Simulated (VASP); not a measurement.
# Ta (P6_3/mmc) in VASP: relaxation of cell and atoms with LDA

Aim: the relaxation of cell and atoms of Ta with LDA.

All numbers are computed with VASP 6.6.1; they aren't measurements. Logs are shortened: lines on timing, memory, paths and dates and some standing lists are left out, and cuts for length are marked.

### 1 The cell of the first run

The structure is hexagonal, space group P6_3/mmc (No. 194). Conventional cell: a = 2.900 Å, b = 2.900 Å, c = 5.166 Å, α = 90.00°, β = 90.00°, γ = 120.00°. Within 3.8 Å of Ta (site symmetry -6m2) lie 12 Ta at 2.90 to 3.08 Å.

This isn't the form of Ta at room conditions, which is bcc.

### 2 Relaxation of cell and atoms, LDA

File INCAR:

```
PREC = Accurate ; ENCUT = 500
EDIFF = 1E-7 ; ISMEAR = -1
SIGMA = 0.1 ; LREAL = F
LASPH = T ; NELM = 120
ALGO = Normal ; ISIF = 3
LWAVE = F ; LCHARG = F
GGA = CA ; IBRION = 2
NSW = 80 ; EDIFFG = -0.03
GGA_COMPAT = F ; NELMIN = 4
```

File KPOINTS:

```
Automatic mesh
0
Gamma
  13 13 7
```

File POSCAR:

```
Ta
1.0
    2.9003720700      0.0000000000      0.0000000000
   -1.4501860350      2.5117958930      0.0000000000
    0.0000000000      0.0000000000      5.1662740000
Ta
2
Direct
    0.6666666667      0.3333333333      0.7500000000
    0.3333333333      0.6666666667      0.2500000000
```

Potentials or basis: VASP PAW LDA potentials, release 64 (Ta_sv_GW).

Launch:

```sh
cat potpaw_LDA.64/Ta_sv_GW/POTCAR > POTCAR
mpirun -np 1 vasp_std > vasp.out
```

OUTCAR:

```text
PREC = Accurate
   ENCUT = 500
   EDIFF = 1E-7
   ISMEAR = -1
   LREAL = F
   LASPH = T
   NELM = 120
   ISIF = 3
   GGA = CA
   IBRION = 2
   NSW = 80
   EDIFFG = -0.03
   NELMIN = 4

 ion  position               nearest neighbor table
   1  0.667  0.333  0.750-   2 3.08   2 3.08   2 3.08   2 3.08   2 3.08   2 3.08
   2  0.333  0.667  0.250-   1 3.08   1 3.08   1 3.08   1 3.08   1 3.08   1 3.08

  LATTYP: Found a hexagonal cell.
 ALAT       =     2.9003720700
 C/A-ratio  =     1.7812452593

  Lattice vectors:

 A1 = (   2.9003720700,   0.0000000000,   0.0000000000)
 A2 = (  -1.4501860350,   2.5117958930,   0.0000000000)
 A3 = (   0.0000000000,   0.0000000000,   5.1662740000)

Analysis of symmetry for initial positions (statically):
=====================================================================
 Subroutine PRICEL returns:
 Original cell was already a primitive cell.

 Routine SETGRP: Setting up the symmetry group for a
 hexagonal supercell.

 Subroutine GETGRP returns: Found 24 space group operations
 (whereof 12 operations were pure point group operations)
 out of a pool of 24 trial point group operations.

The static configuration has the point symmetry D_3d.
 The point group associated with its full space group is D_6h.

Analysis of symmetry for dynamics (positions and initial velocities):
=====================================================================
 Subroutine PRICEL returns:
 Original cell was already a primitive cell.

 Routine SETGRP: Setting up the symmetry group for a
 hexagonal supercell.

 Subroutine GETGRP returns: Found 24 space group operations
 (whereof 12 operations were pure point group operations)
 out of a pool of 24 trial point group operations.

The dynamic configuration has the point symmetry D_3d.
 The point group associated with its full space group is D_6h.

 Subroutine INISYM returns: Found 24 space group operations
 (whereof 12 operations are pure point group operations),
 and found     1 'primitive' translations

----------------------------------------------------------------------------------------

                                     Primitive cell

  volume of cell :      37.6370

  direct lattice vectors                    reciprocal lattice vectors
     2.900372070  0.000000000  0.000000000     0.344783351  0.199060760  0.000000000
    -1.450186035  2.511795893  0.000000000     0.000000000  0.398121520  0.000000000
     0.000000000  0.000000000  5.166274000     0.000000000  0.000000000  0.193563098

  length of vectors
     2.900372070  2.900372070  5.166274000     0.398121520  0.398121520  0.193563098

  position of ions in fractional coordinates (direct lattice)
     0.666666667  0.333333333  0.750000000
     0.333333333  0.666666667  0.250000000

  ion indices of the primitive-cell ions
   primitive index   ion index
                 1           1
                 2           2

----------------------------------------------------------------------------------------

 KPOINTS: Automatic mesh

Automatic generation of k-mesh.
 Grid dimensions read from file:
 generate k-points for:   13   13    7

 Generating k-lattice:

  Cartesian coordinates                     Fractional coordinates (reciprocal lattice)
     0.026521796  0.015312366  0.000000000     0.076923077  0.000000000  0.000000000
     0.000000000  0.030624732  0.000000000     0.000000000  0.076923077  0.000000000
     0.000000000  0.000000000  0.027651871     0.000000000  0.000000000  0.142857143

  Length of vectors
     0.030624732  0.030624732  0.027651871

  Shift w.r.t. Gamma in fractional coordinates (k-lattice)
     0.000000000  0.000000000  0.000000000

 Subroutine IBZKPT returns following result:
 ===========================================

 Found     84 irreducible k-points:

 Following reciprocal coordinates:
            Coordinates               Weight
  0.000000  0.000000  0.000000      1.000000
  0.076923  0.000000  0.000000      6.000000
  0.153846  0.000000  0.000000      6.000000
  0.230769  0.000000  0.000000      6.000000
  0.307692  0.000000  0.000000      6.000000
  0.384615  0.000000  0.000000      6.000000
[... 16 lines left out ...]
  0.076923  0.000000  0.142857     12.000000
  0.153846  0.000000  0.142857     12.000000
 [... further k-points ...]
   k-points           NKPTS =     84   k-points in BZ     NKDIM =     84   number of bands    NBANDS=     17
   number of dos      NEDOS =    301   number of ions     NIONS =      2
   total plane-waves  NPLWV =  23040
   dimension x,y,z NGX =    24 NGY =   24 NGZ =   40
   dimension x,y,z NGXF=    48 NGYF=   48 NGZF=   80
   ions per type =               2
   NGX,Y,Z   is equivalent  to a cutoff of  13.76, 13.76, 12.87 a.u.
   NGXF,Y,Z  is equivalent  to a cutoff of  27.51, 27.51, 25.74 a.u.
 SYSTEM =  unknown system
   PREC   = accura    normal or accurate (medium, high low for compatibility)
   ISTART =      0    job   : 0-new  1-cont  2-samecut
   ICHARG =      2    charge: 1-file 2-atom 10-const
   ISPIN  =      1    spin polarized calculation?
   LNONCOLLINEAR =      F non collinear calculations
   LSORBIT =      F    spin-orbit coupling
   LASPH  =      T    aspherical Exc in radial PAW
   ENCUT  =  500.0 eV  36.75 Ry    6.06 a.u.   5.29  5.29  9.42*2*pi/ulx,y,z
   NELM   =    120;   NELMIN=  4; NELMDL= -5     # of ELM steps
   EDIFF  = 0.1E-06   stopping-criterion for ELM
   LREAL  =      F    real-space projection
   EDIFFG = -.3E-01   stopping-criterion for IOM
   NSW    =     80    number of steps for IOM
   IBRION =      2    ionic relax: 0-MD 1-quasi-New 2-CG
   NFREE  =      1    steps in history (QN), initial steepest desc. (CG)
   ISIF   =      3    stress and relaxation
   ISYM   =      2    0-nonsym 1-usesym 2-fastsym
   POTIM  = 0.5000    time-step for ionic-motion
   TEBEG  =    0.0;   TEEND  =   0.0 temperature during run
   PSTRESS=    0.0 pullay stress
   NELECT =      26.0000    total number of electrons
   NUPDOWN=      -1.0000    fix difference up-down
   EMIN   =  10.00;   EMAX   =-10.00  energy-range for DOS
   EFERMI =   0.00;   METHOD = LEGACY
   ISMEAR =    -1;   SIGMA  =   0.10  broadening in eV -4-tet -1-fermi 0-gaus
   EFERMI_NEDOS =   21; number of points for ismear=-14 and -15
   IALGO  =     38    algorithm
   IMIX   =      4    mixing-type and parameters
     AMIX     =   0.40;   BMIX     =  1.00
     AMIX_MAG =   1.60;   BMIX_MAG =  1.00
  volume/ion in A,a.u.               =      18.82       126.99
  Fermi-wavevector in a.u.,A,eV,Ry     =   1.447196  2.734804 28.495731  2.094377
  Thomas-Fermi vector in A             =   2.565179
   LORBIT       =      0    0 simple, 1 ext, 2 COOP (PROOUT), +10 PAW based schemes
   GGA     = CA    functional components
   LHFCALC =     F    Hartree Fock is set to
   AEXX    =    0.0000 exact exchange contribution
   IVDW    =     0    specifies the selected vdW correction
   LEPSILON=     F    determine dielectric tensor
   LRPA    =     F    only Hartree local field effects (RPA)
 conjugate gradient relaxation of ions
 non-spin polarized calculation
  energy-cutoff  :      500.00
  volume of cell :       37.64
 maximum number of plane-waves:       968
 NGX is ok and might be reduce to    24
   NGX = 11   NGY = 11   NGZ = 19

--------------------------------------- Ionic step        1  -------------------------------------------

 number of electron      26.0000002 magnetization

 Free energy of the ion-electron system (eV)
  ---------------------------------------------------
  ext. energy  EPLUGINS =         0.00000000
  ---------------------------------------------------
  free energy    TOTEN  =       -29.97598729 eV

  energy without entropy =      -29.88811253  energy(sigma->0) =      -29.93204991

------------------------ aborting loop because EDIFF is reached ----------------------------------------

  FORCE on cell =-STRESS in cart. coord.  units (eV):
  Direction    XX          YY          ZZ          XY          YZ          ZX
  --------------------------------------------------------------------------------------
  -------------------------------------------------------------------------------------
  Total       -2.9636909     -2.9636909     -2.6281441      0.0000000      0.0000000      0.0000000
  in kB     -126.1618324   -126.1618324   -111.8778865      0.0000000      0.0000000      0.0000000
  external PRESSURE =    -121.4005171 kB  Pullay stress =       0.0000000 kB
[... 201 lines left out ...]
  energy  without entropy=      -29.9890113196  energy(sigma->0) =      -30.02900331

--------------------------------------- Ionic step        7  -------------------------------------------

 number of electron      25.9999996 magnetization

 Free energy of the ion-electron system (eV)
  ---------------------------------------------------
  ext. energy  EPLUGINS =         0.00000000
  ---------------------------------------------------
  free energy    TOTEN  =       -30.06906092 eV

  energy without entropy =      -29.98928935  energy(sigma->0) =      -30.02917513

 E-fermi :  10.8872     XC(G=0): -13.3641

 val. band max:       10.8863960084   @ k =   0.3077   0.2308   0.0000
 cond. band min:      10.8915081834   @ k =   0.2308   0.1538   0.1429
 fundamental gap:      0.0051121750
 Fermi energy:        10.8872464675

 k-point     1 :       0.0000    0.0000    0.0000
  band No.  band energies     occupation
      1     -56.2342      2.00000
      2     -56.1541      2.00000
      3     -23.4996      2.00000
      4     -22.4808      2.00000
      5     -22.3393      2.00000
      6     -22.3393      2.00000
[... 9 lines left out ...]
     16      12.0447      0.00002
     17      14.0023      0.00000
[... 443 lines left out ...]
      1     -56.2019      2.00000
      2     -56.1369      2.00000
      3     -23.3689      2.00000
      4     -22.6254      2.00000
      5     -22.5892      2.00000
      6     -22.4823      2.00000
[... 9 lines left out ...]
     16      12.8214      0.00000
     17      13.1946      0.00000

 [... further k-points ...]
[... 5 lines left out ...]
  --------------------------------------------------------------------------------------
  -------------------------------------------------------------------------------------
  Total       -0.0297748     -0.0297748     -0.0107550      0.0000000      0.0000000     -0.0000000
  in kB       -1.3509575     -1.3509575     -0.4879830      0.0000000      0.0000000     -0.0000000
  external PRESSURE =      -1.0632993 kB  Pullay stress =       0.0000000 kB
[... 17 lines left out ...]
  FREE ENERGIE OF THE ION-ELECTRON SYSTEM (eV)
  ---------------------------------------------------
  free  energy   TOTEN  =       -30.0690609169 eV

  energy  without entropy=      -29.9892893529  energy(sigma->0) =      -30.02917513

 reached required accuracy - stopping structural energy minimisation
```

Run time: 3 min. Hardware: 1 thread of Intel Xeon Platinum 8488C (Sapphire Rapids), shared host; peak memory 0.19 GiB.

Results:

- Free energy: -30.0691 eV
- Relaxed volume: 17.66 Å³/atom
- Relaxed cell: a = 2.837 Å, b = 2.837 Å, c = 5.067 Å, α = 90.00°, β = 90.00°, γ = 120.00°
- Space group after relaxing (to 0.1 Å): P6_3/mmc (No. 194)
- Energy gained by relaxing: 46.5 meV/atom
- Ionic steps: 7
- Pressure after relaxing: -0.1 GPa
- Band gap on the k mesh: zero (bands 13 and 14 overlap by 1.91 eV)

Step by step:
```
step  energy change (eV)  largest force (eV/Å)  pressure (GPa)  volume (Å³)
   1              0.0000                0.0000          -12.14        37.64
   2              0.4860                0.0000           42.33        30.39
   3             -0.0928                0.0000           -0.76        35.43
   4             -0.0931                0.0000           -0.24        35.33
   5             -0.0931                0.0000            0.20        35.28
   6             -0.0930                0.0000           -0.38        35.37
   7             -0.0931                0.0000           -0.11        35.31
```

Final structure:
```cif
data_structure
_symmetry_space_group_name_H-M 'P 1'
_symmetry_Int_Tables_number 1
_cell_length_a 2.8367
_cell_length_b 2.8367
_cell_length_c 5.0670
_cell_angle_alpha 90.000
_cell_angle_beta 90.000
_cell_angle_gamma 120.000
_cell_volume 35.31
loop_
_atom_site_label
_atom_site_type_symbol
_atom_site_fract_x
_atom_site_fract_y
_atom_site_fract_z
_atom_site_occupancy
Ta1 Ta 0.66667 0.33333 0.75000 1
Ta2 Ta 0.33333 0.66667 0.25000 1
```

Caveat: spin-orbit coupling is left out, which moves the levels of the heavy elements.
